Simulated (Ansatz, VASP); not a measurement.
Si2Mo in VASP and in Ansatz

The input INCAR:

```
SYSTEM = Si2Mo
PREC = Accurate
ENCUT = 520
EDIFF = 1E-6
ISMEAR = 0
SIGMA = 0.15
LREAL = .False.
LASPH = .True.
NELM = 80
ALGO = Normal
ISIF = 2
LWAVE = .False.
LCHARG = .False.
GGA = PS
NBANDS = 18
```

The input KPOINTS:

```
regular mesh
0
Gamma
  20 20 20
  0 0 0
```

File POSCAR:

```
Si2Mo
1.0
   -1.6668116638      1.5232585062      3.9106920018
    1.6668116638     -1.5232585062      3.9106920018
    1.6668116638      1.5232585062     -3.9106920018
Si Mo
2 1
Direct
    0.3350596647      0.3350596647      0.0000000000
    0.6649403353      0.6649403353      0.0000000000
    0.0000000000      0.0000000000      0.0000000000
```

Input for Ansatz:

```yaml
crystal:
  lattice:
    - [-1.6668116638, 1.5232585062, 3.9106920018]
    - [1.6668116638, -1.5232585062, 3.9106920018]
    - [1.6668116638, 1.5232585062, -3.9106920018]
  atoms:
    - { symbol: Si, position: [0.3350596647, 0.3350596647, 0.0] }
    - { symbol: Si, position: [0.6649403353, 0.6649403353, 0.0] }
    - { symbol: Mo, position: [0.0, 0.0, 0.0] }
basis:
  ecutwfc: 420
kpoints:
  mp_grid: { grid: [20, 20, 20] }
hamiltonian:
  xc: pbesol
scf:
  occupations: { method: gaussian, width: 0.15 }
output:
  forces: true
  stress: true
  eigenvalues: true
```

Change from the starting cell: strain +0.0450 x Voigt [1, -1, 0, 0, 0, 0], atoms carried along.

Alike in both runs: task single point; functional PBEsol; k mesh 20 × 20 × 20; occupations gaussian, width 0.15 eV; no spin polarisation.

|  | VASP | Ansatz |
| --- | --- | --- |
| version | VASP 6.6.1 | Ansatz 0.2.0 |
| potentials or method | VASP PAW PBE potentials, release 64 (Si, Mo_sv), cutoff 520 eV | scalar-relativistic, plane waves, PAW |
| valence electrons in the cell | 22 | 22 |

Ansatz gave:

```
gap on the k mesh at the Fermi level (eV)                     : none
pressure (GPa)                                                : 0.8
traceless stress, the component that is largest in VASP (GPa) : 13.09
```

Question: What did VASP give for the same quantities?

Answer: gap on the k mesh at the Fermi level (eV): none; pressure (GPa): 1.2; traceless stress, the component that is largest in VASP (GPa): 13.09.

VASP's potentials were made for PBE, not for PBEsol. A gap of «none» marks a metal or a gap that the smearing closes. With one functional, cell and mesh, what is left measures potentials, basis and numerics.
